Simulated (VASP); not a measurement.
Set up this calculation in VASP 6.6.1, as the native input.

```yaml
Task: single point
Functional: PBE
Potentials_or_basis: VASP PAW PBE potentials, release 64 (Rh_pv)
Cutoff: 520 eV
k_mesh: 20 × 20 × 20
Occupations: gaussian, width 0.15 eV
Spin: no spin polarisation
Dipole_correction: no
Further_INCAR_settings: ALGO = Fast; EDIFF = 1e-07; NBANDS = 14
```

The structure of Rh lies in POSCAR:

```
Rh
1.0
   -0.0957526211      1.9916545190      1.9150524221
    1.9916545190     -0.0957526211      1.9150524221
    1.8959018979      1.8959018979      0.0000000000
Rh
1
Direct
    0.0000000000      0.0000000000      0.0000000000
```

These files were run (other wordings do the same):

INCAR

```
SYSTEM = Rh
ALGO     = Fast           ! electronic algorithm
EDIFF    = 1E-7           ! SCF threshold, eV
ENCUT    = 520            ! plane-wave cutoff, eV
GGA      = PE             ! functional
ISIF     = 2              ! what is computed and relaxed
ISMEAR   = 0              ! smearing method
LASPH    = .True.         ! aspherical terms in the spheres
LCHARG   = .True.         ! write CHGCAR
LELF     = .True.         ! ELF
LREAL    = .False.        ! projectors in reciprocal space
LVHAR    = .True.       
LWAVE    = .False.        ! write WAVECAR
NBANDS   = 14             ! bands
NELM     = 100            ! most SCF steps
PREC     = Accurate       ! precision mode
SIGMA    = 0.15           ! smearing width, eV
```

KPOINTS

```
k-points
0
Gamma
  20 20 20
  0 0 0
```

Potentials or basis: VASP PAW PBE potentials, release 64 (Rh_pv).

Command:

```console
$ cat potpaw_PBE.64/Rh_pv/POTCAR > POTCAR
$ mpirun -np 1 vasp_std > vasp.out
```

It gave:

| Property | Result |
| --- | --- |
| Pressure | -14.0 GPa |

Run time: 4.4 min on 1 thread of AMD EPYC 7R13 Processor (Zen 3), on a shared host, peak memory 0.29 GiB.
